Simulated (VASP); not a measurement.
# TiB2 (P6/mmm) in VASP: further runs

Runs on TiB2. Level: PBE. Tasks: electric field gradients.

Program: VASP 6.6.1. These are calculated values, not measurements. Logs are shortened: lines on timing, memory, paths and dates and some standing lists are left out, and cuts for length are marked.

## (1) The cell of the first run

The structure is hexagonal, space group P6/mmm (No. 191). Conventional cell: a = 2.988 Å, b = 2.988 Å, c = 3.185 Å, α = 90.00°, β = 90.00°, γ = 120.00°. Ti (site symmetry 6/mmm) has 12 B at 2.35 Å and 6 Ti at 2.99 Å within 3.1 Å. Within 2.3 Å of B (site symmetry -6m2) lie 3 B at 1.73 Å.

## (2) Electric field gradients, PBE (volume scaled by 0.96)

The input, INCAR:

```
SYSTEM = TiB2
PREC     = Accurate       ! precision mode
ENCUT    = 520            ! plane-wave cutoff, eV
EDIFF    = 1E-8           ! SCF threshold, eV
ISMEAR   = -1             ! smearing method
SIGMA    = 0.08           ! smearing width, eV
LREAL    = .False.        ! projectors in reciprocal space
LASPH    = .True.         ! aspherical terms in the spheres
NELM     = 60             ! most SCF steps
ALGO     = Normal         ! electronic algorithm
ISIF     = 2              ! what is computed and relaxed
LWAVE    = .False.        ! write WAVECAR
LCHARG   = .False.        ! write CHGCAR
GGA      = PE             ! functional
LEFG     = .True.       
NBANDS   = 16             ! bands
```

The input, KPOINTS:

```
Automatic mesh
0
Gamma
  15 15 13
  0 0 0
```

The input, POSCAR:

```
TiB2
1.0
    2.9882580721      0.0000000000      0.0000000000
   -1.4941290361      2.5879074035      0.0000000000
    0.0000000000      0.0000000000      3.1847676243
Ti B
1 2
Direct
    0.0000000000      0.0000000000      0.0000000000
    0.3333333333      0.6666666667      0.5000000000
    0.6666666667      0.3333333333      0.5000000000
```

Potentials or basis: VASP PAW PBE potentials, release 64 (Ti_sv, B).

Started as:

```console
cat potpaw_PBE.64/Ti_sv/POTCAR potpaw_PBE.64/B/POTCAR > POTCAR
mpirun -np 1 vasp_std > vasp.out
```

OUTCAR:

```text
SYSTEM = TiB2
   PREC = Accurate
   ENCUT = 520
   EDIFF = 1E-8
   ISMEAR = -1
   LREAL = .False.
   LASPH = .True.
   NELM = 60
   ISIF = 2
   GGA = PE

 ion  position               nearest neighbor table
   1  0.000  0.000  0.000-   2 2.35   3 2.35   2 2.35   3 2.35   3 2.35   3 2.35   2 2.35   2 2.35
                             3 2.35   3 2.35   2 2.35   2 2.35
   2  0.333  0.667  0.500-   3 1.73   3 1.73   3 1.73   1 2.35   1 2.35   1 2.35   1 2.35   1 2.35
                             1 2.35
   3  0.667  0.333  0.500-   2 1.73   2 1.73   2 1.73   1 2.35   1 2.35   1 2.35   1 2.35   1 2.35
                             1 2.35

  LATTYP: Found a hexagonal cell.
 ALAT       =     2.9882580721
 C/A-ratio  =     1.0657605694

  Lattice vectors:

 A1 = (   2.9882580721,   0.0000000000,   0.0000000000)
 A2 = (  -1.4941290361,   2.5879074035,   0.0000000000)
 A3 = (   0.0000000000,   0.0000000000,   3.1847676243)

Analysis of symmetry for initial positions (statically):
=====================================================================
 Subroutine PRICEL returns:
 Original cell was already a primitive cell.

 Routine SETGRP: Setting up the symmetry group for a
 hexagonal supercell.

 Subroutine GETGRP returns: Found 24 space group operations
 (whereof 24 operations were pure point group operations)
 out of a pool of 24 trial point group operations.

The static configuration has the point symmetry D_6h.

Analysis of symmetry for dynamics (positions and initial velocities):
=====================================================================
 Subroutine PRICEL returns:
 Original cell was already a primitive cell.

 Routine SETGRP: Setting up the symmetry group for a
 hexagonal supercell.

 Subroutine GETGRP returns: Found 24 space group operations
 (whereof 24 operations were pure point group operations)
 out of a pool of 24 trial point group operations.

The dynamic configuration has the point symmetry D_6h.

 Subroutine INISYM returns: Found 24 space group operations
 (whereof 24 operations are pure point group operations),
 and found     1 'primitive' translations

----------------------------------------------------------------------------------------

                                     Primitive cell

  volume of cell :      24.6289

[... 129 lines left out ...]

 Free energy of the ion-electron system (eV)
  ---------------------------------------------------
  ext. energy  EPLUGINS =         0.00000000
  ---------------------------------------------------
  free energy    TOTEN  =       -24.39453923 eV

  energy without entropy =      -24.38684539  energy(sigma->0) =      -24.39069231

 E-fermi :  10.4740     XC(G=0): -12.9664

 val. band max:       10.4694687824   @ k =   0.2000   0.2000   0.0769
 cond. band min:      10.5216435111   @ k =   0.0667  -0.0000   0.3846
 fundamental gap:      0.0521747287
 Fermi energy:        10.4740242103

 k-point     1 :       0.0000    0.0000    0.0000
  band No.  band energies     occupation
      1     -46.4042      2.00000
      2     -22.7673      2.00000
      3     -22.4207      2.00000
      4     -22.4207      2.00000
      5      -3.2822      2.00000
      6       7.7625      2.00000
[... 433 lines left out ...]
      3     -22.6798      2.00000
      4     -22.6314      2.00000
      5       1.4630      2.00000
      6       1.4820      2.00000
[... 8 lines left out ...]
     15      19.5478      0.00000
     16      20.8593      0.00000

 [... further k-points ...]
[... 5 lines left out ...]
  --------------------------------------------------------------------------------------
  -------------------------------------------------------------------------------------
  Total        1.9805679      1.9805679      1.4514906     -0.0000000      0.0000000      0.0000000
  in kB      128.8414859    128.8414859     94.4235271     -0.0000000      0.0000000      0.0000000
  external PRESSURE =     117.3688330 kB  Pullay stress =       0.0000000 kB

 VOLUME and BASIS-vectors are now :
 -----------------------------------------------------------------------------
  energy-cutoff  :      520.00
  volume of cell :       24.63
      direct lattice vectors                 reciprocal lattice vectors
     2.988258072  0.000000000  0.000000000     0.334643118  0.193206295  0.000000000
    -1.494129036  2.587907404  0.000000000     0.000000000  0.386412589  0.000000000
     0.000000000  0.000000000  3.184767624     0.000000000  0.000000000  0.313994651

 POSITION                                       TOTAL-FORCE (eV/Angst)
 -----------------------------------------------------------------------------------
      0.00000      0.00000      0.00000         0.000000      0.000000      0.000000
     -0.00000      1.72527      1.59238        -0.000000     -0.000000      0.000000
      1.49413      0.86264      1.59238         0.000000      0.000000     -0.000000
 -----------------------------------------------------------------------------------
    total drift:                               -0.000000      0.000000      0.000000

  FREE ENERGIE OF THE ION-ELECTRON SYSTEM (eV)
  ---------------------------------------------------
  free  energy   TOTEN  =       -24.3945392306 eV

  energy  without entropy=      -24.3868453944  energy(sigma->0) =      -24.39069231

 Electric field gradients (V/A^2)
---------------------------------------------------------------------
 ion       V_xx      V_yy      V_zz      V_xy      V_xz      V_yz
---------------------------------------------------------------------
   1      -9.212    -9.213    18.424    -0.001     0.000     0.000
   2      -2.327    -2.327     4.653     0.000     0.000    -0.000
   3      -2.327    -2.327     4.653     0.000     0.000    -0.000
---------------------------------------------------------------------

 Electric field gradients after diagonalization (V/A^2)
 (convention: |V_zz| > |V_xx| > |V_yy|)
----------------------------------------------------------------------
 ion       V_xx      V_yy      V_zz     asymmetry (V_yy - V_xx)/ V_zz
----------------------------------------------------------------------
   1      -9.213    -9.211    18.424       0.000
   2      -2.327    -2.327     4.653       0.000
   3      -2.327    -2.327     4.653       0.000
----------------------------------------------------------------------

           NMR quadrupolar parameters

 Cq : quadrupolar parameter    Cq=e*Q*V_zz/h
 eta: asymmetry parameters     (V_yy - V_xx)/ V_zz
 Q  : nuclear electric quadrupole moment in mb (millibarn)
----------------------------------------------------------------------
 ion       Cq(MHz)       eta       Q (mb)
----------------------------------------------------------------------
   1       0.045       0.000       1.000
   2       0.011       0.000       1.000
   3       0.011       0.000       1.000
----------------------------------------------------------------------
```

stdout:

```text
POSCAR found type information on POSCAR TiB
 POSCAR found :  2 types and       3 ions
 scaLAPACK will be used
 LDA part: xc-table for (Slater+PW92), standard interpolation
 POSCAR, INCAR and KPOINTS ok, starting setup
 FFT: planning ... GRIDC
 FFT: planning ... GRID_SOFT
 FFT: planning ... GRID
 WAVECAR not read
 entering main loop
ion   1

ion   2

ion   3
```

Run time: 52 s. Hardware: 1 thread of Intel Xeon 6975P-C (Granite Rapids), shared host; peak memory 0.19 GiB.

What came out:

```yaml
Free_energy: -24.3945 eV
Pressure: 11.7 GPa
Band_gap_on_the_k_mesh: zero (band 9 reaches 10.78 eV, above the bottom of band 10 at 10.29 eV)
```

Electric field gradients, principal values (V/Å²):
```csv
atom,least,middle,greatest (by size)
1 Ti,-9.211,-9.213,18.424
2 B,-2.327,-2.327,4.653
3 B,-2.327,-2.327,4.653
```

Caveat: without QUAD_EFG the Cq values of the log hold for a quadrupole moment of 1 mb, not for the nuclei.

## (3) Electric field gradients, PBE (volume scaled by 0.96)

The input, INCAR:

```
ALGO = Normal
EDIFF = 1E-8
ENCUT = 520
GGA = PE
ISIF = 2
ISMEAR = -1
LASPH = T
LCHARG = F
LEFG = T
LREAL = F
LWAVE = F
NBANDS = 16
NELM = 80
PREC = Accurate
SIGMA = 0.08
```

The input, KPOINTS:

```
k-points
0
Gamma
  15 15 13
```

POSCAR is that of step 2.

Potentials or basis: VASP PAW PBE potentials, release 64 (Ti_sv, B).

Started as:

```console
cat potpaw_PBE.64/Ti_sv/POTCAR potpaw_PBE.64/B/POTCAR > POTCAR
mpirun -np 1 vasp_std > vasp.out
```

OUTCAR:

```text
EDIFF = 1E-8
   ENCUT = 520
   GGA = PE
   ISIF = 2
   ISMEAR = -1
   LASPH = T
   LREAL = F
   NELM = 80
   PREC = Accurate

 ion  position               nearest neighbor table
   1  0.000  0.000  0.000-   2 2.35   3 2.35   2 2.35   3 2.35   3 2.35   3 2.35   2 2.35   2 2.35
                             3 2.35   3 2.35   2 2.35   2 2.35
   2  0.333  0.667  0.500-   3 1.73   3 1.73   3 1.73   1 2.35   1 2.35   1 2.35   1 2.35   1 2.35
                             1 2.35
   3  0.667  0.333  0.500-   2 1.73   2 1.73   2 1.73   1 2.35   1 2.35   1 2.35   1 2.35   1 2.35
                             1 2.35

  LATTYP: Found a hexagonal cell.
 ALAT       =     2.9882580721
 C/A-ratio  =     1.0657605694

  Lattice vectors:

 A1 = (   2.9882580721,   0.0000000000,   0.0000000000)
 A2 = (  -1.4941290361,   2.5879074035,   0.0000000000)
 A3 = (   0.0000000000,   0.0000000000,   3.1847676243)

Analysis of symmetry for initial positions (statically):
[... 657 lines left out ...]
     0.000000000  0.000000000  3.184767624     0.000000000  0.000000000  0.313994651

 POSITION                                       TOTAL-FORCE (eV/Angst)
 -----------------------------------------------------------------------------------
      0.00000      0.00000      0.00000         0.000000      0.000000      0.000000
     -0.00000      1.72527      1.59238        -0.000000     -0.000000      0.000000
      1.49413      0.86264      1.59238         0.000000      0.000000     -0.000000
 -----------------------------------------------------------------------------------
    total drift:                               -0.000000      0.000000      0.000000

  FREE ENERGIE OF THE ION-ELECTRON SYSTEM (eV)
  ---------------------------------------------------
  free  energy   TOTEN  =       -24.3945392306 eV

  energy  without entropy=      -24.3868453944  energy(sigma->0) =      -24.39069231

 Electric field gradients (V/A^2)
---------------------------------------------------------------------
 ion       V_xx      V_yy      V_zz      V_xy      V_xz      V_yz
---------------------------------------------------------------------
   1      -9.212    -9.213    18.424    -0.001     0.000     0.000
   2      -2.327    -2.327     4.653     0.000     0.000    -0.000
   3      -2.327    -2.327     4.653     0.000     0.000    -0.000
---------------------------------------------------------------------

 Electric field gradients after diagonalization (V/A^2)
 (convention: |V_zz| > |V_xx| > |V_yy|)
----------------------------------------------------------------------
 ion       V_xx      V_yy      V_zz     asymmetry (V_yy - V_xx)/ V_zz
----------------------------------------------------------------------
   1      -9.213    -9.211    18.424       0.000
   2      -2.327    -2.327     4.653       0.000
   3      -2.327    -2.327     4.653       0.000
----------------------------------------------------------------------

           NMR quadrupolar parameters

 Cq : quadrupolar parameter    Cq=e*Q*V_zz/h
 eta: asymmetry parameters     (V_yy - V_xx)/ V_zz
 Q  : nuclear electric quadrupole moment in mb (millibarn)
----------------------------------------------------------------------
 ion       Cq(MHz)       eta       Q (mb)
----------------------------------------------------------------------
   1       0.045       0.000       1.000
   2       0.011       0.000       1.000
   3       0.011       0.000       1.000
----------------------------------------------------------------------
```

OSZICAR:

```text
N       E                     dE             d eps       ncg     rms          rms(c)
DAV:   1     0.121772940743E+03    0.12177E+03   -0.90560E+03  6048   0.129E+03
DAV:   2    -0.224690598956E+02   -0.14424E+03   -0.13937E+03  6504   0.343E+02
DAV:   3    -0.294565499072E+02   -0.69875E+01   -0.69283E+01  8688   0.735E+01
DAV:   4    -0.296269212829E+02   -0.17037E+00   -0.17028E+00  7360   0.101E+01
DAV:   5    -0.296315092701E+02   -0.45880E-02   -0.45876E-02  8744   0.138E+00    0.176E+01
DAV:   6    -0.243899528194E+02    0.52416E+01   -0.20077E+01  8728   0.494E+01    0.399E+00
DAV:   7    -0.243899249835E+02    0.27836E-04   -0.99531E-01  6488   0.113E+01    0.359E+00
DAV:   8    -0.243947535806E+02   -0.48286E-02   -0.74155E-02  9888   0.224E+00    0.802E-01
DAV:   9    -0.243948876522E+02   -0.13407E-03   -0.25708E-02  7528   0.208E+00    0.236E-01
DAV:  10    -0.243945606184E+02    0.32703E-03   -0.26967E-03  8112   0.644E-01    0.755E-02
DAV:  11    -0.243945491731E+02    0.11445E-04   -0.28630E-04  8144   0.177E-01    0.648E-02
DAV:  12    -0.243945393954E+02    0.97777E-05   -0.57651E-05  8080   0.936E-02    0.855E-03
DAV:  13    -0.243945392879E+02    0.10755E-06   -0.27861E-06  7320   0.163E-02    0.258E-03
DAV:  14    -0.243945391959E+02    0.91922E-07   -0.23867E-07  7440   0.466E-03    0.112E-03
DAV:  15    -0.243945392214E+02   -0.25415E-07   -0.66290E-08  8560   0.207E-03    0.500E-04
DAV:  16    -0.243945392306E+02   -0.92139E-08   -0.31974E-09  3520   0.577E-04
   1 F= -.24394539E+02 E0= -.24390692E+02  d E =-.769384E-02
```

stdout:

```text
POSCAR found type information on POSCAR TiB
 POSCAR found :  2 types and       3 ions
 scaLAPACK will be used
 LDA part: xc-table for (Slater+PW92), standard interpolation
 POSCAR, INCAR and KPOINTS ok, starting setup
 FFT: planning ... GRIDC
 FFT: planning ... GRID_SOFT
 FFT: planning ... GRID
 WAVECAR not read
 entering main loop
ion   1

ion   2

ion   3
```

Run time: 55 s. Hardware: 1 thread of Intel Xeon 6975P-C (Granite Rapids), shared host; peak memory 0.19 GiB.

What came out:

```yaml
Free_energy: -24.3945 eV
Pressure: 11.7 GPa
Band_gap_on_the_k_mesh: zero (band 9 reaches 10.78 eV, above the bottom of band 10 at 10.29 eV)
```

Electric field gradients, principal values (V/Å²):
| atom | least | middle | greatest (by size) |
| --- | --- | --- | --- |
| 1 Ti | -9.211 | -9.213 | 18.424 |
| 2 B | -2.327 | -2.327 | 4.653 |
| 3 B | -2.327 | -2.327 | 4.653 |

Caveat: without QUAD_EFG the Cq values of the log hold for a quadrupole moment of 1 mb, not for the nuclei.

(Part 1 of 3 ends here.)
